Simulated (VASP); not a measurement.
Write the native input for VASP 6.6.1 that does the following.

```
Task                   : single point
Functional             : PBEsol
Potentials or basis    : VASP PAW PBE potentials, release 64 (Cd_sv_GW, H, O)
Cutoff                 : 700 eV
k mesh                 : 9 × 9 × 6
Occupations            : gaussian, width 0.05 eV
Spin                   : no spin polarisation
Dipole correction      : no
Further INCAR settings : ALGO = Normal; EDIFF = 1e-06; NBANDS = 25
```

The structure of CdH2O2 lies in POSCAR:

```
CdH2O2
1.0
    3.4100601858      0.0000000000      0.0000000000
   -1.7050300929      2.9531987493      0.0000000000
    0.0000000000      0.0000000000      4.5733346006
Cd H O
1 2 2
Direct
    0.0000000000      0.0000000000      0.0000000000
    0.6666666667      0.3333333333      0.5509607200
    0.3333333333      0.6666666667      0.4490392800
    0.6666666667      0.3333333333      0.7593720000
    0.3333333333      0.6666666667      0.2406280000
```

This cell differs from its parent crystal: strain -0.030 along x and y, -0.015 along z.

These files were run (other wordings do the same):

INCAR

```
SYSTEM = CdH2O2
  PREC = Accurate
  ENCUT = 700
  EDIFF = 1E-6
  ISMEAR = 0
  SIGMA = 0.05
  LREAL = .FALSE.
  LASPH = .TRUE.
  NELM = 120
  ALGO = Normal
  ISIF = 2
  LWAVE = .FALSE.
  LCHARG = .FALSE.
  GGA = PS
  NBANDS = 25
  GGA_COMPAT = .FALSE.
```

KPOINTS

```
Automatic mesh
0
G
  9 9 6
  0 0 0
```

Potentials or basis: VASP PAW PBE potentials, release 64 (Cd_sv_GW, H, O).

Run with:

```sh
$ cat potpaw_PBE.64/Cd_sv_GW/POTCAR potpaw_PBE.64/H/POTCAR potpaw_PBE.64/O/POTCAR > POTCAR
$ mpirun -np 1 vasp_std > vasp.out
```

Results of the run:

```json
{
 "Pressure": "8.8 GPa",
 "Largest force": "1.373 eV/Å",
 "Band gap on the k mesh": "1.81 eV (least direct gap 2.14 eV)"
}
```

Caveat: the cell differs from its parent crystal (strain -0.030 along x and y, -0.015 along z); the stress differs along the axes, from 7 to 12 GPa; the PAW data sets were made with another functional, which shifts forces and pressure a little.

Run time: 2.3 min on 1 thread of Intel(R) Xeon(R) 6975P-C (Granite Rapids) (shared host), peak memory 0.27 GiB.
